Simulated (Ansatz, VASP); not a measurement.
## Zn: VASP beside Ansatz

```xyz
2
Lattice="2.6288 0.0000 0.0000 -1.3144 2.2766 0.0000 0.0000 0.0000 4.8798" Properties=species:S:1:pos:R:3 pbc="T T T"
Zn    0.0000    1.5177    1.2200
Zn    1.3144    0.7589    3.6599
```

Change from the starting cell: volume scaled by 0.96.

Alike in both runs: task single point; functional PBE; k mesh 16 × 16 × 8; occupations fermi-dirac, width 0.03 eV; no spin polarisation.

|  | VASP | Ansatz |
| --- | --- | --- |
| version | VASP 6.6.1 | Ansatz 0.2.0 |
| potentials or method | VASP PAW PBE potentials, release 64 (Zn), cutoff 520 eV | all-electron LAPW, scalar-relativistic |

|  | VASP | Ansatz | Ansatz less VASP |
| --- | --- | --- | --- |
| pressure (GPa) | 3.2 | 2.9 | -0.38 |
| traceless stress, the component that is largest in VASP (GPa) | -1.22 | -1.08 | +0.144 |

Ansatz ran all-electron here, and VASP with PAW potentials.
